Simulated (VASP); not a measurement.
# Pt (Fm-3m) in VASP: further runs

Pt is run at these levels: PBE; tasks: single point.

Everything below comes from runs of VASP 6.6.1. Logs are shortened: lines on timing, memory, paths and dates and some standing lists are left out, and cuts for length are marked.

### Step 1. The cell of the first run

The structure is cubic, space group Fm-3m (No. 225). Conventional cell: a = 3.970 Å, b = 3.970 Å, c = 3.970 Å, α = 90.00°, β = 90.00°, γ = 90.00°. Within 3.7 Å of Pt (site symmetry m-3m) lie 12 Pt at 2.81 Å.

### Step 2. Single point, PBE

INCAR reads:

```
PREC = Accurate
ENCUT = 520
EDIFF = 1E-6
ISMEAR = 0
SIGMA = 0.15
LREAL = False
LASPH = True
NELM = 100
ALGO = Normal
ISIF = 2
LWAVE = False
LCHARG = False
GGA = PE
NBANDS = 11
```

KPOINTS reads:

```
regular mesh
0
Gamma
  20 20 20
```

POSCAR reads:

```
Pt
1.0
    0.0000000000      1.9849647115      1.9849647115
    1.9849647115      0.0000000000      1.9849647115
    1.9849647115      1.9849647115      0.0000000000
Pt
1
Direct
    0.0000000000      0.0000000000      0.0000000000
```

Potentials or basis: VASP PAW PBE potentials, release 64 (Pt).

The run is started by

```sh
cat potpaw_PBE.64/Pt/POTCAR > POTCAR
mpirun -np 1 vasp_std > vasp.out
```

OUTCAR:

```text
PREC = Accurate
   ENCUT = 520
   EDIFF = 1E-6
   ISMEAR = 0
   LREAL = False
   LASPH = True
   NELM = 100
   ISIF = 2
   GGA = PE

 ion  position               nearest neighbor table
   1  0.000  0.000  0.000-

  LATTYP: Found a face centered cubic cell.
 ALAT       =     3.9699294230

  Lattice vectors:

 A1 = (   0.0000000000,   1.9849647115,   1.9849647115)
 A2 = (   1.9849647115,   0.0000000000,   1.9849647115)
 A3 = (   1.9849647115,   1.9849647115,   0.0000000000)

Analysis of symmetry for initial positions (statically):
=====================================================================
 Subroutine PRICEL returns:
 Original cell was already a primitive cell.

 Routine SETGRP: Setting up the symmetry group for a
 face centered cubic supercell.

 Subroutine GETGRP returns: Found 48 space group operations
 (whereof 48 operations were pure point group operations)
 out of a pool of 48 trial point group operations.

The static configuration has the point symmetry O_h .

Analysis of symmetry for dynamics (positions and initial velocities):
=====================================================================
 Subroutine PRICEL returns:
 Original cell was already a primitive cell.

 Routine SETGRP: Setting up the symmetry group for a
 face centered cubic supercell.

 Subroutine GETGRP returns: Found 48 space group operations
 (whereof 48 operations were pure point group operations)
 out of a pool of 48 trial point group operations.

The dynamic configuration has the point symmetry O_h .

 Subroutine INISYM returns: Found 48 space group operations
 (whereof 48 operations are pure point group operations),
 and found     1 'primitive' translations

----------------------------------------------------------------------------------------

                                     Primitive cell

  volume of cell :      15.6419

  direct lattice vectors                    reciprocal lattice vectors
     0.000000000  1.984964711  1.984964711    -0.251893647  0.251893647  0.251893647
     1.984964711  0.000000000  1.984964711     0.251893647 -0.251893647  0.251893647
     1.984964711  1.984964711  0.000000000     0.251893647  0.251893647 -0.251893647

  length of vectors
     2.807164016  2.807164016  2.807164016     0.436292594  0.436292594  0.436292594

  position of ions in fractional coordinates (direct lattice)
     0.000000000  0.000000000  0.000000000

  ion indices of the primitive-cell ions
   primitive index   ion index
                 1           1

----------------------------------------------------------------------------------------

 KPOINTS: regular mesh

Automatic generation of k-mesh.
 Grid dimensions read from file:
 generate k-points for:   20   20   20

 Generating k-lattice:

  Cartesian coordinates                     Fractional coordinates (reciprocal lattice)
    -0.012594682  0.012594682  0.012594682     0.050000000  0.000000000  0.000000000
     0.012594682 -0.012594682  0.012594682     0.000000000  0.050000000  0.000000000
     0.012594682  0.012594682 -0.012594682     0.000000000  0.000000000  0.050000000

  Length of vectors
     0.021814630  0.021814630  0.021814630

  Shift w.r.t. Gamma in fractional coordinates (k-lattice)
     0.000000000  0.000000000  0.000000000

 Subroutine IBZKPT returns following result:
 ===========================================

 Found    256 irreducible k-points:

 Following reciprocal coordinates:
            Coordinates               Weight
  0.000000  0.000000  0.000000      1.000000
  0.050000  0.000000  0.000000      8.000000
  0.100000  0.000000  0.000000      8.000000
  0.150000  0.000000  0.000000      8.000000
  0.200000  0.000000  0.000000      8.000000
  0.250000  0.000000  0.000000      8.000000
[... 16 lines left out ...]
 -0.400000  0.050000  0.000000     24.000000
 -0.350000  0.050000  0.000000     24.000000
 [... further k-points ...]
   k-points           NKPTS =    256   k-points in BZ     NKDIM =    256   number of bands    NBANDS=     11
   number of dos      NEDOS =    301   number of ions     NIONS =      1
   total plane-waves  NPLWV =  13824
   dimension x,y,z NGX =    24 NGY =   24 NGZ =   24
   dimension x,y,z NGXF=    48 NGYF=   48 NGZF=   48
   ions per type =               1
   NGX,Y,Z   is equivalent  to a cutoff of  14.21, 14.21, 14.21 a.u.
   NGXF,Y,Z  is equivalent  to a cutoff of  28.43, 28.43, 28.43 a.u.
 SYSTEM =  unknown system
   PREC   = accura    normal or accurate (medium, high low for compatibility)
   ISTART =      0    job   : 0-new  1-cont  2-samecut
   ICHARG =      2    charge: 1-file 2-atom 10-const
   ISPIN  =      1    spin polarized calculation?
   LNONCOLLINEAR =      F non collinear calculations
   LSORBIT =      F    spin-orbit coupling
   LASPH  =      T    aspherical Exc in radial PAW
   ENCUT  =  520.0 eV  38.22 Ry    6.18 a.u.   5.22  5.22  5.22*2*pi/ulx,y,z
   NELM   =    100;   NELMIN=  2; NELMDL= -5     # of ELM steps
   EDIFF  = 0.1E-05   stopping-criterion for ELM
   LREAL  =      F    real-space projection
   EDIFFG = 0.1E-04   stopping-criterion for IOM
   NSW    =      0    number of steps for IOM
   IBRION =     -1    ionic relax: 0-MD 1-quasi-New 2-CG
   NFREE  =      0    steps in history (QN), initial steepest desc. (CG)
   ISIF   =      2    stress and relaxation
   ISYM   =      2    0-nonsym 1-usesym 2-fastsym
   POTIM  = 0.5000    time-step for ionic-motion
   TEBEG  =    0.0;   TEEND  =   0.0 temperature during run
   PSTRESS=    0.0 pullay stress
   NELECT =      10.0000    total number of electrons
   NUPDOWN=      -1.0000    fix difference up-down
   EMIN   =  10.00;   EMAX   =-10.00  energy-range for DOS
   EFERMI =   0.00;   METHOD = LEGACY
   ISMEAR =     0;   SIGMA  =   0.15  broadening in eV -4-tet -1-fermi 0-gaus
   EFERMI_NEDOS =   21; number of points for ismear=-14 and -15
   IALGO  =     38    algorithm
   IMIX   =      4    mixing-type and parameters
     AMIX     =   0.40;   BMIX     =  1.00
     AMIX_MAG =   1.60;   BMIX_MAG =  1.00
  volume/ion in A,a.u.               =      15.64       105.56
  Fermi-wavevector in a.u.,A,eV,Ry     =   1.410302  2.665084 27.061321  1.988951
  Thomas-Fermi vector in A             =   2.532269
   LORBIT       =      0    0 simple, 1 ext, 2 COOP (PROOUT), +10 PAW based schemes
   GGA     = PE    functional components
   LHFCALC =     F    Hartree Fock is set to
   AEXX    =    0.0000 exact exchange contribution
   IVDW    =     0    specifies the selected vdW correction
   LEPSILON=     F    determine dielectric tensor
   LRPA    =     F    only Hartree local field effects (RPA)
 non-spin polarized calculation
 Gauss-broadening in eV      SIGMA  =   0.15
  energy-cutoff  :      520.00
  volume of cell :       15.64
 maximum number of plane-waves:       444
 NGX is ok and might be reduce to    24
   NGX = 11   NGY = 11   NGZ = 11

 number of electron      10.0000002 magnetization

 Free energy of the ion-electron system (eV)
  ---------------------------------------------------
  ext. energy  EPLUGINS =         0.00000000
  ---------------------------------------------------
  free energy    TOTEN  =        -6.10961997 eV

  energy without entropy =       -6.08875726  energy(sigma->0) =       -6.09918862

 E-fermi :  10.5806     XC(G=0): -13.2716

 val. band max:       10.5744523906   @ k =   0.5000   0.5000   0.0000
 cond. band min:      10.5843019967   @ k =  -0.4000   0.3500   0.1000
 fundamental gap:      0.0098496061
 Fermi energy:        10.5806135825

 k-point     1 :       0.0000    0.0000    0.0000
  band No.  band energies     occupation
      1       0.7647      2.00000
      2       7.0080      2.00000
      3       7.0080      2.00000
      4       7.0080      2.00000
      5       9.0368      2.00000
      6       9.0368      2.00000
      7      25.3112      0.00000
      8      30.0716      0.00000
      9      30.0716      0.00000
     10      30.0716      0.00000
     11      35.2833      0.00000

 k-point     2 :       0.0500    0.0000    0.0000
  band No.  band energies     occupation
      1       0.8621      2.00000
      2       6.9653      2.00000
      3       7.0465      2.00000
      4       7.0465      2.00000
      5       9.0155      2.00000
      6       9.0155      2.00000
      7      25.4596      0.00000
      8      29.5194      0.00000
      9      30.2175      0.00000
     10      30.2175      0.00000
     11      35.8801      0.00000

 k-point     3 :       0.1000    0.0000    0.0000
  band No.  band energies     occupation
      1       1.1477      2.00000
      2       6.8520      2.00000
      3       7.1502      2.00000
      4       7.1502      2.00000
      5       8.9661      2.00000
      6       8.9661      2.00000
      7      25.8702      0.00000
      8      28.3094      0.00000
      9      30.6436      0.00000
     10      30.6436      0.00000
     11      36.7175      0.00000

 k-point     4 :       0.1500    0.0000    0.0000
  band No.  band energies     occupation
      1       1.5985      2.00000
      2       6.7115      2.00000
      3       7.2803      2.00000
      4       7.2803      2.00000
      5       8.9356      2.00000
      6       8.9356      2.00000
      7      26.4017      0.00000
      8      26.9084      0.00000
      9      31.3125      0.00000
     10      31.3125      0.00000
     11      35.5579      0.00000
[... 239 lines left out ...]
 k-point    22 :      -0.4500    0.0500    0.0000
  band No.  band energies     occupation
      1       3.7047      2.00000
      2       6.9062      2.00000
      3       7.0180      2.00000
      4       9.4292      2.00000
      5      10.4972      1.56863
      6      11.2923      0.00000
      7      16.4185      0.00000
      8      25.0456      0.00000
      9      28.9449      0.00000
     10      29.4805      0.00000
     11      37.9434      0.00000

 k-point    23 :      -0.4000    0.0500    0.0000
  band No.  band energies     occupation
      1       3.6956      2.00000
      2       6.9745      2.00000
      3       7.0686      2.00000
      4       8.7992      2.00000
      5      10.2224      1.99927
      6      10.8859      0.00400
      7      17.6916      0.00000
      8      25.2837      0.00000
      9      29.1948      0.00000
     10      30.2269      0.00000
     11      36.9564      0.00000

 k-point    24 :      -0.3500    0.0500    0.0000
  band No.  band energies     occupation
      1       3.6325      2.00000
      2       7.0804      2.00000
      3       7.1632      2.00000
      4       7.9059      2.00000
      5       9.8414      2.00000
      6      10.4594      1.74695
      7      19.4244      0.00000
      8      25.7154      0.00000
      9      29.7886      0.00000
     10      31.3558      0.00000
     11      35.5831      0.00000

 [... further k-points ...]
[... 5 lines left out ...]
  --------------------------------------------------------------------------------------
  -------------------------------------------------------------------------------------
  Total       -0.0361654     -0.0361654     -0.0361654     -0.0000000     -0.0000000      0.0000000
  in kB       -3.7043820     -3.7043820     -3.7043820     -0.0000000     -0.0000000      0.0000000
  external PRESSURE =      -3.7043820 kB  Pullay stress =       0.0000000 kB

 VOLUME and BASIS-vectors are now :
 -----------------------------------------------------------------------------
  energy-cutoff  :      520.00
  volume of cell :       15.64
      direct lattice vectors                 reciprocal lattice vectors
     0.000000000  1.984964711  1.984964711    -0.251893647  0.251893647  0.251893647
     1.984964711  0.000000000  1.984964711     0.251893647 -0.251893647  0.251893647
     1.984964711  1.984964711  0.000000000     0.251893647  0.251893647 -0.251893647

 POSITION                                       TOTAL-FORCE (eV/Angst)
 -----------------------------------------------------------------------------------
      0.00000      0.00000      0.00000        -0.000000      0.000000     -0.000000
 -----------------------------------------------------------------------------------
    total drift:                               -0.000000      0.000000     -0.000000

  FREE ENERGIE OF THE ION-ELECTRON SYSTEM (eV)
  ---------------------------------------------------
  free  energy   TOTEN  =        -6.1096199678 eV

  energy  without entropy=       -6.0887572633  energy(sigma->0) =       -6.09918862
```

It took 19 s on 1 thread of Intel Xeon 6975P-C (Granite Rapids), shared host; peak memory 0.17 GiB.

What came out:

- Free energy: -6.1096 eV
- Pressure: -0.4 GPa
- Band gap on the k mesh: zero (band 5 reaches 11.04 eV, above the bottom of band 6 at 8.94 eV)

Caveat: spin-orbit coupling is left out, which moves the levels of the heavy elements.

### Step 3. Single point, PBE

INCAR reads:

```
PREC = Accurate
ENCUT = 520
EDIFF = 1E-6
ISMEAR = 0
SIGMA = 0.15
LREAL = F
LASPH = T
NELM = 80
ALGO = Fast
ISIF = 2
LWAVE = F
LCHARG = F
GGA = PE
NBANDS = 11
```

KPOINTS reads:

```
Automatic mesh
0
Gamma
  22 22 22
```

POSCAR is that of step 2.

Potentials or basis: VASP PAW PBE potentials, release 64 (Pt).

The run is started by

```sh
cat potpaw_PBE.64/Pt/POTCAR > POTCAR
mpirun -np 1 vasp_std > vasp.out
```

It took 1.7 min on 1 thread of AMD EPYC 7R13, shared host; peak memory 0.16 GiB.

Results (log left out):

```
Free energy            : -6.1104 eV
Pressure               : -0.4 GPa
Band gap on the k mesh : zero (band 5 reaches 11.03 eV, above the bottom of band 6 at 8.94 eV)
```

Levels at points of the mesh, in eV from the Fermi level:
| k point | band 1 | band 2 | band 3 | band 4 | band 5 | band 6 | band 7 | band 8 | band 9 | band 10 |
| --- | --- | --- | --- | --- | --- | --- | --- | --- | --- | --- |
| (0.00, 0.00, 0.00) | -9.81 | -3.56 | -3.56 | -3.56 | -1.53 | -1.53 | 14.74 | 19.50 | 19.50 | 19.50 |
| (0.50, 0.00, 0.00) | -6.94 | -3.62 | -3.62 | -0.32 | 0.04 | 0.04 | 5.57 | 14.30 | 18.73 | 18.73 |
| (0.50, 0.50, 0.00) | -6.68 | -6.24 | 0.00 | 0.46 | 0.46 | 1.86 | 8.50 | 11.28 | 11.28 | 19.71 |

Caveat: spin-orbit coupling is left out, which moves the levels of the heavy elements.
